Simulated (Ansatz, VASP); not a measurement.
## B4MoRu: VASP beside Ansatz

Contents of INCAR:

```
PREC = Accurate
ENCUT = 520
EDIFF = 1E-7
ISMEAR = 0
SIGMA = 0.1
LREAL = F
LASPH = T
NELM = 150
ALGO = Normal
ISIF = 2
LWAVE = F
LCHARG = T
ISPIN = 2
MAGMOM = 0 0 0 0 1 1
LORBIT = 11
LMAXMIX = 4
GGA = PE
LELF = T
LVHAR = T
NBANDS = 33
```

Contents of KPOINTS:

```
regular mesh
0
Gamma
  6 6 4
```

File POSCAR:

```
B4MoRu
1.0
    3.0085606727      0.0000000000      0.0000000000
   -1.5042803363      2.6054899714      0.0000000000
    0.0000000000      0.0000000000      6.6849641449
B Mo Ru
4 1 1
Direct
    0.3333333333      0.6666666667      0.7486013608
    0.3333333333      0.6666666667      0.2513986392
    0.6666666667      0.3333333333      0.7486013608
    0.6666666667      0.3333333333      0.2513986392
    0.0000000000      0.0000000000      0.5000000000
    0.0000000000      0.0000000000      0.0000000000
```

Input for Ansatz:

```yaml
crystal:
  lattice:
    - [3.0085606727, 0.0, 0.0]
    - [-1.5042803363, 2.6054899714, 0.0]
    - [0.0, 0.0, 6.6849641449]
  atoms:
    - { symbol: B, position: [0.3333333333, 0.6666666667, 0.7486013608] }
    - { symbol: B, position: [0.3333333333, 0.6666666667, 0.2513986392] }
    - { symbol: B, position: [0.6666666667, 0.3333333333, 0.7486013608] }
    - { symbol: B, position: [0.6666666667, 0.3333333333, 0.2513986392] }
    - { symbol: Mo, position: [0.0, 0.0, 0.5], spin: 1.0 }
    - { symbol: Ru, position: [0.0, 0.0, 0.0], spin: 1.0 }
basis:
  ecutwfc: 420
kpoints:
  mp_grid: { grid: [6, 6, 4] }
hamiltonian:
  xc: pbe
scf:
  occupations: { method: gaussian, width: 0.1 }
  lower_state_search: "off"
output:
  forces: true
  stress: true
  eigenvalues: true
  populations: true
magnetization:
  spin_polarized: true
```

Change from the starting cell: species swapped into the TiNbB4 type (P6/mmm, No. 191).

Alike in both runs: task single point; functional PBE; k mesh 6 × 6 × 4; occupations gaussian, width 0.1 eV; collinear spin.

|  | VASP | Ansatz |
| --- | --- | --- |
| version | VASP 6.6.1 | Ansatz 0.2.0 |
| potentials or method | VASP PAW PBE potentials, release 64 (B, Mo_sv, Ru_pv), cutoff 520 eV | scalar-relativistic, plane waves, PAW |
| valence electrons in the cell | 40 | 42 |

VASP gave:

```
gap on the k mesh at the Fermi level (eV)                     : none
pressure (GPa)                                                : 0.3
traceless stress, the component that is largest in VASP (GPa) : -0.47
rms of the force components (eV/Å)                            : 0.012
net moment per atom (μB)                                      : 0.04
size of the moment on the site where the two differ most (μB) : 0.22
```

Task: Which values does Ansatz return?

Result: gap on the k mesh at the Fermi level (eV): none; pressure (GPa): 0.1; traceless stress, the component that is largest in VASP (GPa): -0.48; rms of the force components (eV/Å): 0.008; net moment per atom (μB): 0.04; size of the moment on the site where the two differ most (μB): 0.20.

Site moments also hang on the region over which each program counts them. Atom by atom the forces differ by 0.004 eV/Å (rms over components). A gap of «none» marks a metal or a gap that the smearing closes. VASP's potentials hold 40 valence electrons a cell and Ansatz's 42, so a difference there can come from the potentials and not from the codes.

The k mesh is coarse, so the values compare programs but aren't converged.
